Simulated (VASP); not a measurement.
# Ti3C2 (P6_3/mmc) in VASP: single point with r2SCAN

Aim: the single point of Ti3C2 with r2SCAN.

Program: VASP 6.6.1. These are calculated values, not measurements. Logs are shortened: lines on timing, memory, paths and dates and some standing lists are left out, and cuts for length are marked.

### 1 The cell of the first run

The structure is hexagonal, space group P6_3/mmc (No. 194). The conventional cell has a = 2.911 Å, b = 2.911 Å, c = 15.874 Å, α = 90.00°, β = 90.00°, γ = 120.00°. Within 2.7 Å of Ti (site symmetry 3m) lie 3 C at 2.01 Å. Ti (site symmetry -3m) has 6 C at 2.16 Å and 12 Ti at 2.91 to 2.99 Å within 3.0 Å. Within 2.7 Å of C (site symmetry 3m) lie 6 Ti at 2.01 to 2.16 Å.

### 2 Single point, r2SCAN (strain -0.050 along x and y, +0.050 along z)

Contents of POSCAR:

```
Ti3C2
1.0
    2.9108449311      0.0000000000      0.0000000000
   -1.4554224655      2.5208656568      0.0000000000
    0.0000000000      0.0000000000     15.8744441081
Ti C
6 4
Direct
    0.3333333333      0.6666666667      0.8441961089
    0.6666666667      0.3333333333      0.3441961089
    0.6666666667      0.3333333333      0.1558038911
    0.3333333333      0.6666666667      0.6558038911
    0.0000000000      0.0000000000      0.0000000000
    0.0000000000      0.0000000000      0.5000000000
    0.6666666667      0.3333333333      0.9141626305
    0.3333333333      0.6666666667      0.4141626305
    0.6666666667      0.3333333333      0.5858373695
    0.3333333333      0.6666666667      0.0858373695
```

Contents of INCAR.step1:

```
PREC = Accurate ; ENCUT = 520
ISMEAR = 0 ; SIGMA = 0.15
LREAL = False ; LASPH = True
NELM = 60 ; NBANDS = 55
GGA = PE ; ALGO = Normal
EDIFF = 1E-4 ; LWAVE = True
LCHARG = False
```

Contents of INCAR.step2:

```
PREC = Accurate ; ENCUT = 520
EDIFF = 1E-6 ; ISMEAR = 0
SIGMA = 0.15 ; LREAL = False
LASPH = True ; NELM = 60
ALGO = Normal ; ISIF = 2
LWAVE = False ; LCHARG = True
METAGGA = R2SCAN ; LMIXTAU = True
LELF = True ; LVHAR = True
NBANDS = 55 ; ISTART = 1
```

Contents of KPOINTS:

```
Automatic mesh
0
Gamma
  12 12 4
```

Potentials or basis: VASP PAW PBE potentials, release 64 (Ti_sv, C).

Started as:

```console
$ cat potpaw_PBE.64/Ti_sv/POTCAR potpaw_PBE.64/C/POTCAR > POTCAR
$ cp INCAR.step1 INCAR
$ mpirun -np 1 vasp_std > vasp.out
$ cp INCAR.step2 INCAR
$ mpirun -np 1 vasp_std > vasp.out
```

OUTCAR:

```text
PREC = Accurate
   ENCUT = 520
   EDIFF = 1E-6
   ISMEAR = 0
   LREAL = False
   LASPH = True
   NELM = 60
   ISIF = 2
   METAGGA = R2SCAN
   ISTART = 1

 ion  position               nearest neighbor table
   1  0.333  0.667  0.844-   7 2.01   7 2.01   7 2.01
   2  0.667  0.333  0.344-   8 2.01   8 2.01   8 2.01
   3  0.667  0.333  0.156-  10 2.01  10 2.01  10 2.01
   4  0.333  0.667  0.656-   9 2.01   9 2.01   9 2.01
   5  0.000  0.000  0.000-   7 2.16  10 2.16  10 2.16   7 2.16   7 2.16  10 2.16
   6  0.000  0.000  0.500-   8 2.16   9 2.16   8 2.16   9 2.16   9 2.16   8 2.16
   7  0.667  0.333  0.914-   1 2.01   1 2.01   1 2.01   5 2.16   5 2.16   5 2.16
   8  0.333  0.667  0.414-   2 2.01   2 2.01   2 2.01   6 2.16   6 2.16   6 2.16
   9  0.667  0.333  0.586-   4 2.01   4 2.01   4 2.01   6 2.16   6 2.16   6 2.16
  10  0.333  0.667  0.086-   3 2.01   3 2.01   3 2.01   5 2.16   5 2.16   5 2.16

  LATTYP: Found a hexagonal cell.
 ALAT       =     2.9108449311
 C/A-ratio  =     5.4535519699

  Lattice vectors:

 A1 = (   2.9108449311,   0.0000000000,   0.0000000000)
 A2 = (  -1.4554224655,   2.5208656568,   0.0000000000)
 A3 = (   0.0000000000,   0.0000000000,  15.8744441081)

Analysis of symmetry for initial positions (statically):
=====================================================================
 Subroutine PRICEL returns:
 Original cell was already a primitive cell.

 Routine SETGRP: Setting up the symmetry group for a
 hexagonal supercell.

 Subroutine GETGRP returns: Found 24 space group operations
 (whereof 12 operations were pure point group operations)
 out of a pool of 24 trial point group operations.

The static configuration has the point symmetry D_3d.
 The point group associated with its full space group is D_6h.

Analysis of symmetry for dynamics (positions and initial velocities):
=====================================================================
 Subroutine PRICEL returns:
 Original cell was already a primitive cell.

 Routine SETGRP: Setting up the symmetry group for a
 hexagonal supercell.

 Subroutine GETGRP returns: Found 24 space group operations
 (whereof 12 operations were pure point group operations)
 out of a pool of 24 trial point group operations.

The dynamic configuration has the point symmetry D_3d.
 The point group associated with its full space group is D_6h.

 Subroutine INISYM returns: Found 24 space group operations
 (whereof 12 operations are pure point group operations),
 and found     1 'primitive' translations

----------------------------------------------------------------------------------------

                                     Primitive cell

  volume of cell :     116.4843

  direct lattice vectors                    reciprocal lattice vectors
     2.910844931  0.000000000  0.000000000     0.343542863  0.198344564  0.000000000
    -1.455422466  2.520865657  0.000000000     0.000000000  0.396689128  0.000000000
     0.000000000  0.000000000 15.874444108     0.000000000  0.000000000  0.062994332

  length of vectors
     2.910844931  2.910844931 15.874444108     0.396689128  0.396689128  0.062994332

  position of ions in fractional coordinates (direct lattice)
     0.333333333  0.666666667  0.844196109
     0.666666667  0.333333333  0.344196109
     0.666666667  0.333333333  0.155803891
     0.333333333  0.666666667  0.655803891
     0.000000000  0.000000000  0.000000000
     0.000000000  0.000000000  0.500000000
     0.666666667  0.333333333  0.914162631
     0.333333333  0.666666667  0.414162631
     0.666666667  0.333333333  0.585837369
     0.333333333  0.666666667  0.085837369

  ion indices of the primitive-cell ions
   primitive index   ion index
                 1           1
                 2           2
                 3           3
                 4           4
                 5           5
                 6           6
                 7           7
                 8           8
                 9           9
                10          10

----------------------------------------------------------------------------------------

 KPOINTS: Automatic mesh

Automatic generation of k-mesh.
 Grid dimensions read from file:
 generate k-points for:   12   12    4

 Generating k-lattice:

  Cartesian coordinates                     Fractional coordinates (reciprocal lattice)
     0.028628572  0.016528714  0.000000000     0.083333333  0.000000000  0.000000000
     0.000000000  0.033057427  0.000000000     0.000000000  0.083333333  0.000000000
     0.000000000  0.000000000  0.015748583     0.000000000  0.000000000  0.250000000

  Length of vectors
     0.033057427  0.033057427  0.015748583

  Shift w.r.t. Gamma in fractional coordinates (k-lattice)
     0.000000000  0.000000000  0.000000000

 Subroutine IBZKPT returns following result:
 ===========================================

 Found     57 irreducible k-points:

 Following reciprocal coordinates:
            Coordinates               Weight
  0.000000  0.000000  0.000000      1.000000
  0.083333  0.000000  0.000000      6.000000
  0.166667  0.000000  0.000000      6.000000
  0.250000  0.000000  0.000000      6.000000
  0.333333  0.000000  0.000000      6.000000
  0.416667  0.000000  0.000000      6.000000
[... 16 lines left out ...]
  0.250000  0.000000  0.250000     12.000000
  0.333333  0.000000  0.250000     12.000000
 [... further k-points ...]
   k-points           NKPTS =     57   k-points in BZ     NKDIM =     57   number of bands    NBANDS=     55
   number of dos      NEDOS =    301   number of ions     NIONS =     10
   total plane-waves  NPLWV =  69120
   dimension x,y,z NGX =    24 NGY =   24 NGZ =  120
   dimension x,y,z NGXF=    48 NGYF=   48 NGZF=  240
   ions per type =               6   4
   NGX,Y,Z   is equivalent  to a cutoff of  13.71, 13.71, 12.57 a.u.
   NGXF,Y,Z  is equivalent  to a cutoff of  27.41, 27.41, 25.13 a.u.
 SYSTEM =  unknown system
   PREC   = accura    normal or accurate (medium, high low for compatibility)
   ISTART =      1    job   : 0-new  1-cont  2-samecut
   ICHARG =      0    charge: 1-file 2-atom 10-const
   ISPIN  =      1    spin polarized calculation?
   LNONCOLLINEAR =      F non collinear calculations
   LSORBIT =      F    spin-orbit coupling
   LASPH  =      T    aspherical Exc in radial PAW
   ENCUT  =  520.0 eV  38.22 Ry    6.18 a.u.   5.41  5.41 29.52*2*pi/ulx,y,z
   NELM   =     60;   NELMIN=  2; NELMDL=  0     # of ELM steps
   EDIFF  = 0.1E-05   stopping-criterion for ELM
   LREAL  =      F    real-space projection
   EDIFFG = 0.1E-04   stopping-criterion for IOM
   NSW    =      0    number of steps for IOM
   IBRION =     -1    ionic relax: 0-MD 1-quasi-New 2-CG
   NFREE  =      0    steps in history (QN), initial steepest desc. (CG)
   ISIF   =      2    stress and relaxation
   ISYM   =      2    0-nonsym 1-usesym 2-fastsym
   POTIM  = 0.5000    time-step for ionic-motion
   TEBEG  =    0.0;   TEEND  =   0.0 temperature during run
   PSTRESS=    0.0 pullay stress
   NELECT =      88.0000    total number of electrons
   NUPDOWN=      -1.0000    fix difference up-down
   EMIN   =  10.00;   EMAX   =-10.00  energy-range for DOS
   EFERMI =   0.00;   METHOD = LEGACY
   ISMEAR =     0;   SIGMA  =   0.15  broadening in eV -4-tet -1-fermi 0-gaus
   EFERMI_NEDOS =   21; number of points for ismear=-14 and -15
   IALGO  =     38    algorithm
   IMIX   =      4    mixing-type and parameters
     AMIX     =   0.40;   BMIX     =  1.00
     AMIX_MAG =   1.60;   BMIX_MAG =  1.00
  volume/ion in A,a.u.               =      11.65        78.61
  Fermi-wavevector in a.u.,A,eV,Ry     =   1.491008  2.817596 30.247175  2.223105
  Thomas-Fermi vector in A             =   2.603718
   LORBIT       =      0    0 simple, 1 ext, 2 COOP (PROOUT), +10 PAW based schemes
   METAGGA = R2SCAN    functional components
   LHFCALC =     F    Hartree Fock is set to
   AEXX    =    0.0000 exact exchange contribution
   IVDW    =     0    specifies the selected vdW correction
   LEPSILON=     F    determine dielectric tensor
   LRPA    =     F    only Hartree local field effects (RPA)
 non-spin polarized calculation
 Gauss-broadening in eV      SIGMA  =   0.15
  energy-cutoff  :      520.00
  volume of cell :      116.48
 maximum number of plane-waves:      3203
 NGX is ok and might be reduce to    24
   NGX = 11   NGY = 11   NGZ = 59

 number of electron      87.9999990 magnetization

 Free energy of the ion-electron system (eV)
  ---------------------------------------------------
  ext. energy  EPLUGINS =         0.00000000
  ---------------------------------------------------
  free energy    TOTEN  =      -124.48951940 eV

  energy without entropy =     -124.45871444  energy(sigma->0) =     -124.47411692

 E-fermi :   9.3739     XC(G=0): -13.0751

 val. band max:        9.3585092246   @ k =   0.2500   0.1667   0.0000
 cond. band min:       9.4101447910   @ k =   0.2500   0.1667   0.2500
 fundamental gap:      0.0516355664
 Fermi energy:         9.3738967966

 k-point     1 :       0.0000    0.0000    0.0000
  band No.  band energies     occupation
      1     -49.8414      2.00000
      2     -49.8324      2.00000
      3     -49.8274      2.00000
      4     -49.8174      2.00000
      5     -49.6766      2.00000
      6     -49.6756      2.00000
[... 47 lines left out ...]
     54      11.2546      0.00000
     55      11.4719      0.00000

 k-point     2 :       0.0833    0.0000    0.0000
  band No.  band energies     occupation
      1     -49.8348      2.00000
      2     -49.8263      2.00000
      3     -49.8208      2.00000
      4     -49.8114      2.00000
      5     -49.6711      2.00000
      6     -49.6702      2.00000
[... 47 lines left out ...]
     54      11.3173      0.00000
     55      11.4692      0.00000
[... 1216 lines left out ...]
     54      11.5287      0.00000
     55      11.5870      0.00000

 k-point    24 :       0.3333    0.0000    0.2500
  band No.  band energies     occupation
      1     -49.7663      2.00000
      2     -49.7641      2.00000
      3     -49.7522      2.00000
      4     -49.7498      2.00000
      5     -49.6145      2.00000
      6     -49.6143      2.00000
[... 47 lines left out ...]
     54      12.0389      0.00000
     55      12.0780      0.00000

 [... further k-points ...]
[... 5 lines left out ...]
  --------------------------------------------------------------------------------------
  -------------------------------------------------------------------------------------
  Total       19.4668462     19.4668462     -6.1304171      0.0000000      0.0000000     -0.0000000
  in kB      267.7557973    267.7557973    -84.3205257      0.0000000      0.0000000     -0.0000000
  external PRESSURE =     150.3970230 kB  Pullay stress =       0.0000000 kB

 VOLUME and BASIS-vectors are now :
 -----------------------------------------------------------------------------
  energy-cutoff  :      520.00
  volume of cell :      116.48
      direct lattice vectors                 reciprocal lattice vectors
     2.910844931  0.000000000  0.000000000     0.343542863  0.198344564  0.000000000
    -1.455422466  2.520865657  0.000000000     0.000000000  0.396689128  0.000000000
     0.000000000  0.000000000 15.874444108     0.000000000  0.000000000  0.062994332

 POSITION                                       TOTAL-FORCE (eV/Angst)
 -----------------------------------------------------------------------------------
     -0.00000      1.68058     13.40114         0.000000     -0.000000     -0.570888
      1.45542      0.84029      5.46392         0.000000      0.000000     -0.570888
      1.45542      0.84029      2.47330        -0.000000      0.000000      0.570888
     -0.00000      1.68058     10.41052         0.000000     -0.000000      0.570888
      0.00000      0.00000      0.00000        -0.000000     -0.000000      0.000000
      0.00000      0.00000      7.93722        -0.000000     -0.000000      0.000000
      1.45542      0.84029     14.51182        -0.000000     -0.000000      0.477984
     -0.00000      1.68058      6.57460        -0.000000      0.000000      0.477984
      1.45542      0.84029      9.29984        -0.000000     -0.000000     -0.477984
     -0.00000      1.68058      1.36262        -0.000000     -0.000000     -0.477984
 -----------------------------------------------------------------------------------
    total drift:                               -0.000000      0.000000     -0.000000

  FREE ENERGIE OF THE ION-ELECTRON SYSTEM (eV)
  ---------------------------------------------------
  free  energy   TOTEN  =      -124.4895194003 eV

  energy  without entropy=     -124.4587144407  energy(sigma->0) =     -124.47411692
```

It took 14 min on 1 thread of Intel Xeon 6975P-C (Granite Rapids), shared host; peak memory 0.45 GiB.

Results:

```
Free energy            : -124.4895 eV
Pressure               : 15.0 GPa
Largest force          : 0.571 eV/Å
Band gap on the k mesh : zero (bands 44 and 45 overlap by 0.16 eV)
```

Forces on the atoms (eV/Å):
```
Ti   0.000  0.000 -0.571
Ti   0.000  0.000 -0.571
Ti   0.000  0.000  0.571
Ti   0.000  0.000  0.571
Ti   0.000  0.000  0.000
Ti   0.000  0.000  0.000
C    0.000  0.000  0.478
C    0.000  0.000  0.478
C    0.000  0.000 -0.478
C    0.000  0.000 -0.478
```

Caveat: the cell differs from its parent crystal (strain -0.050 along x and y, +0.050 along z); the stress differs along the axes, from -8 to 27 GPa; the PAW data sets were made with another functional, which shifts forces and pressure a little.

The gap in the log of VASP goes by the Fermi energy; the results here count the filled bands.